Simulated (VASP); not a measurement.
# Ta9N8 in VASP: single point with PBEsol

Aim: the single point of Ta9N8 with PBEsol.

Everything below comes from runs of VASP 6.6.1. Logs are shortened: lines on timing, memory, paths and dates and some standing lists are left out, and cuts for length are marked.

### Step 1. The cell of the first run

The cell holds a slab with vacuum, 17 atoms: a = 2.889 Å, b = 6.534 Å, c = 24.205 Å, α = 90.00°, β = 90.00°, γ = 102.77°.

### Step 2. Single point, PBEsol

The input, INCAR:

```
PREC = Accurate
ENCUT = 520
EDIFF = 1E-7
ISMEAR = 0
SIGMA = 0.1
LREAL = Auto
LASPH = True
NELM = 100
ALGO = Fast
ISIF = 2
LWAVE = False
LCHARG = False
LDIPOL = True
IDIPOL = 3
DIPOL = 0.5 0.5 0.500
GGA = PS
ISYM = 0
NBANDS = 84
```

The input, KPOINTS:

```
Automatic mesh
0
Gamma
  12 6 1
```

The input, POSCAR:

```
Ta9N8
1.0
    2.8894657263      0.0000000000      0.0000000000
   -1.4447328632      6.3726514522      0.0000000000
    0.0000000000      0.0000000000     24.2054409129
Ta N
9 8
Direct
    0.5928713837      0.1855185888      0.3149032768
    0.3620466299      0.7236353985      0.3606004307
    0.1520664207      0.3039689853      0.4053605631
    0.9407753619      0.8815459245      0.4501016951
    0.7312850141      0.4625698432      0.5000000113
    0.5217945730      0.0435937873      0.5498982859
    0.3105032069      0.6211705675      0.5946393798
    0.1005227863      0.2015041673      0.6393995610
    0.8696986563      0.7396209373      0.6850967605
    0.7355089505      0.4708626702      0.3501421760
    0.9922772167      0.9844942697      0.3572040867
    0.3095482142      0.6188991662      0.4437191861
    0.5722238017      0.1442437173      0.4622844772
    0.8903459977      0.7808959559      0.5377155210
    0.1530216163      0.3062404657      0.5562808063
    0.4702926602      0.9406453674      0.6427959136
    0.7270608654      0.4542768991      0.6498578688
```

Potentials or basis: VASP PAW PBE potentials, release 64 (Ta_pv, N).

On the command line:

```bash
$ cat potpaw_PBE.64/Ta_pv/POTCAR potpaw_PBE.64/N/POTCAR > POTCAR
$ mpirun -np 1 vasp_std > vasp.out
```

OUTCAR:

```text
PREC = Accurate
   ENCUT = 520
   EDIFF = 1E-7
   ISMEAR = 0
   LREAL = Auto
   LASPH = True
   NELM = 100
   ISIF = 2
   GGA = PS
   ISYM = 0

 ion  position               nearest neighbor table
   1  0.593  0.186  0.315-  10 2.01  11 2.19  11 2.19   3 2.73   3 2.73   2 3.14
   2  0.362  0.724  0.361-  12 2.12  10 2.18  10 2.18  11 2.20  11 2.20   4 2.79   4 2.79   3 2.89
                             1 3.14
   3  0.152  0.304  0.405-  12 2.21  10 2.24  10 2.24  13 2.24  13 2.24  11 2.35   1 2.73   1 2.73
                             2 2.89   5 2.89   5 2.89   4 2.90
   4  0.941  0.882  0.450-  14 2.22  12 2.22  12 2.22  13 2.23  13 2.23  11 2.34   2 2.79   2 2.79
                             3 2.90   5 2.93   6 3.00   6 3.00
   5  0.731  0.463  0.500-  15 2.22  12 2.22  12 2.22  15 2.22  14 2.22  13 2.22   7 2.89   3 2.89
                             7 2.89   3 2.89   6 2.93   4 2.93
   6  0.522  0.044  0.550-  13 2.22  15 2.22  15 2.22  14 2.23  14 2.23  16 2.34   8 2.79   8 2.79
                             7 2.90   5 2.93   4 3.00   4 3.00
   7  0.311  0.621  0.595-  15 2.21  17 2.24  17 2.24  14 2.24  14 2.24  16 2.35   9 2.73   9 2.73
                             8 2.89   5 2.89   5 2.89   6 2.90
   8  0.101  0.202  0.639-  15 2.12  17 2.18  17 2.18  16 2.20  16 2.20   6 2.79   6 2.79   7 2.89
                             9 3.14
   9  0.870  0.740  0.685-  17 2.01  16 2.19  16 2.19   7 2.73   7 2.73   8 3.14
  10  0.736  0.471  0.350-   1 2.01   2 2.18   2 2.18   3 2.24   3 2.24
  11  0.992  0.984  0.357-   1 2.19   1 2.19   2 2.20   2 2.20   4 2.34   3 2.35
  12  0.310  0.619  0.444-   2 2.12   3 2.21   4 2.22   4 2.22   5 2.22   5 2.22
  13  0.572  0.144  0.462-   6 2.22   5 2.22   4 2.23   4 2.23   3 2.24   3 2.24
  14  0.890  0.781  0.538-   4 2.22   5 2.22   6 2.23   6 2.23   7 2.24   7 2.24
  15  0.153  0.306  0.556-   8 2.12   7 2.21   6 2.22   6 2.22   5 2.22   5 2.22
  16  0.470  0.941  0.643-   9 2.19   9 2.19   8 2.20   8 2.20   6 2.34   7 2.35
  17  0.727  0.454  0.650-   9 2.01   8 2.18   8 2.18   7 2.24   7 2.24

IMPORTANT INFORMATION: All symmetrisations will be switched off!
NOSYMM: (Re-)initialisation of all symmetry stuff for point group C_1.

----------------------------------------------------------------------------------------

                                     Primitive cell

  volume of cell :     445.7083

  direct lattice vectors                    reciprocal lattice vectors
     2.889465726  0.000000000  0.000000000     0.346084742  0.078460277  0.000000000
    -1.444732863  6.372651452  0.000000000     0.000000000  0.156920555  0.000000000
     0.000000000  0.000000000 24.205440913     0.000000000  0.000000000  0.041313026

  length of vectors
     2.889465726  6.534366042 24.205440913     0.354867107  0.156920555  0.041313026

  position of ions in fractional coordinates (direct lattice)
     0.592871384  0.185518589  0.314903277
     0.362046630  0.723635399  0.360600431
     0.152066421  0.303968985  0.405360563
     0.940775362  0.881545925  0.450101695
     0.731285014  0.462569843  0.500000011
     0.521794573  0.043593787  0.549898286
[... 9 lines left out ...]
     0.470292660  0.940645367  0.642795914
     0.727060865  0.454276899  0.649857869

  ion indices of the primitive-cell ions
   primitive index   ion index
                 1           1
                 2           2
                 3           3
                 4           4
                 5           5
                 6           6
[... 9 lines left out ...]
                16          16
                17          17

----------------------------------------------------------------------------------------

 KPOINTS: Automatic mesh

Automatic generation of k-mesh.
 Grid dimensions read from file:
 generate k-points for:   12    6    1

 Generating k-lattice:

  Cartesian coordinates                     Fractional coordinates (reciprocal lattice)
     0.028840395  0.006538356  0.000000000     0.083333333  0.000000000  0.000000000
     0.000000000  0.026153426  0.000000000     0.000000000  0.166666667  0.000000000
     0.000000000  0.000000000  0.041313026     0.000000000  0.000000000  1.000000000

  Length of vectors
     0.029572259  0.026153426  0.041313026

  Shift w.r.t. Gamma in fractional coordinates (k-lattice)
     0.000000000  0.000000000  0.000000000

 -----------------------------------------------------------------------------
|                                                                             |
|           W    W    AA    RRRRR   N    N  II  N    N   GGGG   !!!           |
|           W    W   A  A   R    R  NN   N  II  NN   N  G    G  !!!           |
|           W    W  A    A  R    R  N N  N  II  N N  N  G       !!!           |
|           W WW W  AAAAAA  RRRRR   N  N N  II  N  N N  G  GGG   !            |
|           WW  WW  A    A  R   R   N   NN  II  N   NN  G    G                |
|           W    W  A    A  R    R  N    N  II  N    N   GGGG   !!!           |
|                                                                             |
|     Your reciprocal lattice and k-lattice belong to different lattice       |
|     classes:                                                                |
|                                                                             |
|        The reciprocal lattice is base centered orthorhombic,                |
|        whereas your k-lattice is simple monoclinic.                         |
|                                                                             |
|     Results are often still useful ...                                      |
|                                                                             |
 -----------------------------------------------------------------------------

 WARNING: IBZKPT: internal override: KBLOWUP is changed to .FALSE.
      ... skipping the blow-up phase ...

 Subroutine IBZKPT returns following result:
 ===========================================

 Found     38 irreducible k-points:

 Following reciprocal coordinates:
            Coordinates               Weight
  0.000000  0.000000  0.000000      1.000000
  0.083333  0.000000  0.000000      2.000000
  0.166667  0.000000  0.000000      2.000000
  0.250000  0.000000  0.000000      2.000000
  0.333333  0.000000  0.000000      2.000000
  0.416667  0.000000  0.000000      2.000000
[... 16 lines left out ...]
  0.250000  0.333333  0.000000      2.000000
  0.333333  0.333333  0.000000      2.000000
 [... further k-points ...]
   k-points           NKPTS =     38   k-points in BZ     NKDIM =     38   number of bands    NBANDS=     84
   number of dos      NEDOS =    301   number of ions     NIONS =     17
   total plane-waves  NPLWV = 216000
   dimension x,y,z NGX =    24 NGY =   50 NGZ =  180
   dimension x,y,z NGXF=    48 NGYF=  100 NGZF=  360
   ions per type =               9   8
   NGX,Y,Z   is equivalent  to a cutoff of  13.81, 12.72, 12.36 a.u.
   NGXF,Y,Z  is equivalent  to a cutoff of  27.62, 25.44, 24.73 a.u.
 SYSTEM =  unknown system
   PREC   = accura    normal or accurate (medium, high low for compatibility)
   ISTART =      0    job   : 0-new  1-cont  2-samecut
   ICHARG =      2    charge: 1-file 2-atom 10-const
   ISPIN  =      1    spin polarized calculation?
   LNONCOLLINEAR =      F non collinear calculations
   LSORBIT =      F    spin-orbit coupling
   LASPH  =      T    aspherical Exc in radial PAW
   ENCUT  =  520.0 eV  38.22 Ry    6.18 a.u.   5.37 12.15 45.01*2*pi/ulx,y,z
   NELM   =    100;   NELMIN=  2; NELMDL= -5     # of ELM steps
   EDIFF  = 0.1E-06   stopping-criterion for ELM
   LREAL  =      T    real-space projection
   EDIFFG = 0.1E-05   stopping-criterion for IOM
   NSW    =      0    number of steps for IOM
   IBRION =     -1    ionic relax: 0-MD 1-quasi-New 2-CG
   NFREE  =      0    steps in history (QN), initial steepest desc. (CG)
   ISIF   =      2    stress and relaxation
   ISYM   =      0    0-nonsym 1-usesym 2-fastsym
   POTIM  = 0.5000    time-step for ionic-motion
   TEBEG  =    0.0;   TEEND  =   0.0 temperature during run
   PSTRESS=    0.0 pullay stress
   NELECT =     139.0000    total number of electrons
   NUPDOWN=      -1.0000    fix difference up-down
   EMIN   =  10.00;   EMAX   =-10.00  energy-range for DOS
   EFERMI =   0.00;   METHOD = LEGACY
   ISMEAR =     0;   SIGMA  =   0.10  broadening in eV -4-tet -1-fermi 0-gaus
   EFERMI_NEDOS =   21; number of points for ismear=-14 and -15
   IALGO  =     68    algorithm
   IMIX   =      4    mixing-type and parameters
     AMIX     =   0.40;   BMIX     =  1.00
     AMIX_MAG =   1.60;   BMIX_MAG =  1.00
  volume/ion in A,a.u.               =      26.22       176.93
  Fermi-wavevector in a.u.,A,eV,Ry     =   1.110187  2.097949 16.769391  1.232515
  Thomas-Fermi vector in A             =   2.246736
   LORBIT       =      0    0 simple, 1 ext, 2 COOP (PROOUT), +10 PAW based schemes
   GGA     = PS    functional components
   LHFCALC =     F    Hartree Fock is set to
   AEXX    =    0.0000 exact exchange contribution
   IVDW    =     0    specifies the selected vdW correction
   LEPSILON=     F    determine dielectric tensor
   LRPA    =     F    only Hartree local field effects (RPA)
 non-spin polarized calculation
 RMM-DIIS sequential band-by-band and
 Gauss-broadening in eV      SIGMA  =   0.10
  energy-cutoff  :      520.00
  volume of cell :      445.71
 maximum number of plane-waves:     12066
 NGX is ok and might be reduce to    24
   NGX = 11   NGY = 25   NGZ = 91

 dipolmoment           0.000000      0.000000      0.000022 electrons x Angstroem

 number of electron     139.0000002 magnetization

 dipolmoment           0.000000      0.000000     -0.000001 electrons x Angstroem

 Free energy of the ion-electron system (eV)
  ---------------------------------------------------
  ext. energy  EPLUGINS =         0.00000000
  ---------------------------------------------------
  free energy    TOTEN  =      -192.10975391 eV

  energy without entropy =     -192.06205843  energy(sigma->0) =     -192.08590617

 E-fermi :   1.0952     XC(G=0):  -6.6301

 val. band max:        1.0934543765   @ k =   0.2500   0.3333   0.0000
 cond. band min:       1.1190694938   @ k =   0.2500   0.5000   0.0000
 fundamental gap:      0.0256151172
 Fermi energy:         1.0952195027

 k-point     1 :       0.0000    0.0000    0.0000
  band No.  band energies     occupation
      1     -34.4604      2.00000
      2     -34.4398      2.00000
      3     -34.4395      2.00000
      4     -34.3570      2.00000
      5     -34.2946      2.00000
      6     -34.2759      2.00000
[... 73 lines left out ...]
     80       2.8072      0.00000
     81       3.1733      0.00000

 k-point     2 :       0.0833    0.0000    0.0000
  band No.  band energies     occupation
      1     -34.4416      2.00000
      2     -34.4267      2.00000
      3     -34.4164      2.00000
      4     -34.3425      2.00000
      5     -34.2873      2.00000
      6     -34.2666      2.00000
[... 73 lines left out ...]
     80       2.9447      0.00000
     81       3.0481      0.00000
[... 1762 lines left out ...]
     80       2.8870      0.00000
     81       3.0768      0.00000

 k-point    24 :       0.3333    0.3333    0.0000
  band No.  band energies     occupation
      1     -34.3820      2.00000
      2     -34.3641      2.00000
      3     -34.3047      2.00000
      4     -34.2835      2.00000
      5     -34.2455      2.00000
      6     -34.2428      2.00000
[... 73 lines left out ...]
     80       3.6831      0.00000
     81       3.7995      0.00000

 [... further k-points ...]

 [bands above 81 left out]

------------------------ aborting loop because EDIFF is reached ----------------------------------------

 vacuum level on the upper side and lower side of the slab       (xc-potential included)        -0.102        -0.106

  FORCE on cell =-STRESS in cart. coord.  units (eV):
  Direction    XX          YY          ZZ          XY          YZ          ZX
  --------------------------------------------------------------------------------------
  -------------------------------------------------------------------------------------
  Total       -4.9419935     -1.6405274      0.8122019      0.0112464     -0.0064553     -0.0002429
  in kB      -17.7648702     -5.8971661      2.9196035      0.0404272     -0.0232048     -0.0008730
  external PRESSURE =      -6.9141443 kB  Pullay stress =       0.0000000 kB

 VOLUME and BASIS-vectors are now :
 -----------------------------------------------------------------------------
  energy-cutoff  :      520.00
  volume of cell :      445.71
      direct lattice vectors                 reciprocal lattice vectors
     2.889465726  0.000000000  0.000000000     0.346084742  0.078460277  0.000000000
    -1.444732863  6.372651452  0.000000000     0.000000000  0.156920555  0.000000000
     0.000000000  0.000000000 24.205440913     0.000000000  0.000000000  0.041313026

 POSITION                                       TOTAL-FORCE (eV/Angst)
 -----------------------------------------------------------------------------------
      1.44506      1.18225      7.62237         0.001363     -0.024651     -0.068580
      0.00066      4.61148      8.72849         0.000169     -0.002884     -0.043537
      0.00024      1.93709      9.81193         0.000627     -0.000519      0.000302
      1.44474      5.61778     10.89491        -0.000445     -0.003165     -0.003432
      1.44473      2.94780     12.10272        -0.000527     -0.000628     -0.000076
      1.44473      0.27781     13.31053        -0.001288      0.002125      0.004568
[... 9 lines left out ...]
     -0.00009      5.99441     15.55916         0.000242     -0.001909      0.004443
      1.44451      2.89495     15.73010         0.000396     -0.035323      0.004099
 -----------------------------------------------------------------------------------
    total drift:                               -0.002819     -0.001274     -0.000820

  FREE ENERGIE OF THE ION-ELECTRON SYSTEM (eV)
  ---------------------------------------------------
  free  energy   TOTEN  =      -192.1097539073 eV

  energy  without entropy=     -192.0620584263  energy(sigma->0) =     -192.08590617

 vacuum level on the upper side and lower side of the slab         5.268         5.267
```

Wall time 2.2 h (1 thread of Oxide Virtual Turin-like, shared host); peak memory 1 GiB.

Results:

```yaml
Free_energy: -192.1098 eV
Largest_force: 0.073 eV/Å
Band_gap_on_the_k_mesh: zero (an odd number of electrons rules out a gap without spin polarisation)
```

Forces in eV/Å, atoms in the order of the input:
```
Ta   0.001 -0.025 -0.069
Ta   0.000 -0.003 -0.044
Ta   0.001 -0.001  0.000
Ta   0.000 -0.003 -0.003
Ta  -0.001 -0.001  0.000
Ta  -0.001  0.002  0.005
Ta   0.000  0.000 -0.002
Ta  -0.001  0.004  0.044
Ta   0.001  0.024  0.069
N    0.000  0.036 -0.004
N    0.000  0.002 -0.005
N    0.000  0.002  0.005
N    0.000 -0.008  0.002
N    0.000  0.009 -0.002
N    0.000 -0.002 -0.005
N    0.000 -0.002  0.004
N    0.000 -0.035  0.004
```

Levels at points of the mesh, in eV from the Fermi level:
```csv
k point,band 66,band 67,band 68,band 69,band 70,band 71,band 72,band 73,band 74,band 75
"(0.00, 0.00, 0.00)",-1.25,-0.75,-0.43,-0.22,-0.08,-0.02,0.37,0.68,0.75,0.82
"(0.50, 0.00, 0.00)",-1.13,-1.08,-0.56,0.37,0.46,0.79,1.35,1.62,1.77,2.13
"(0.00, 0.50, 0.00)",-1.43,-0.64,-0.52,-0.24,-0.07,0.18,0.27,0.55,0.87,0.88
"(0.50, 0.50, 0.00)",-1.13,-1.08,-0.56,0.37,0.46,0.79,1.35,1.62,1.77,2.13
```

Caveat: the PAW data sets were made with another functional, which shifts forces and pressure a little; spin-orbit coupling is left out, which moves the levels of the heavy elements; an odd number of electrons without spin polarisation forces a metal; a magnetic or distorted state may lie lower.

The gap in the log of VASP goes by the Fermi energy; the results here count the filled bands.